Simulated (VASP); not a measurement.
Set up this calculation in VASP 6.6.1, as the native input.

```yaml
Task: single point
Functional: PBE
Potentials_or_basis: VASP PAW PBE potentials, release 64 (B)
Cutoff: 520 eV
k_mesh: 22 × 22 × 22
Occupations: fermi-dirac, width 0.08 eV
Spin: no spin polarisation
Dipole_correction: no
Further_INCAR_settings: ALGO = Normal; EDIFF = 1e-06; NBANDS = 8
```

The structure of B lies in POSCAR:

```
B
1.0
    0.0000000000      1.4231155489      1.4231155489
    1.4231155489      0.0000000000      1.4231155489
    1.4231155489      1.4231155489      0.0000000000
B
1
Direct
    0.0000000000      0.0000000000      0.0000000000
```

The input as run:

INCAR

```
  PREC = Accurate
  ENCUT = 520
  EDIFF = 1E-6
  ISMEAR = -1
  SIGMA = 0.08
  LREAL = False
  LASPH = True
  NELM = 80
  ALGO = Normal
  ISIF = 2
  LWAVE = False
  LCHARG = False
  GGA = PE
  NBANDS = 8
```

KPOINTS

```
Automatic mesh
0
Gamma
  22 22 22
```

Potentials or basis: VASP PAW PBE potentials, release 64 (B).

Launch:

```console
$ cat potpaw_PBE.64/B/POTCAR > POTCAR
$ mpirun -np 1 vasp_std > vasp.out
```

It gave:

| Item | Value |
| --- | --- |
| Pressure | 5.9 GPa |

It took 13 s on 1 thread of AMD EPYC 7R43 64-Core Processor (Zen 3), on a shared host, peak memory 0.08 GiB.
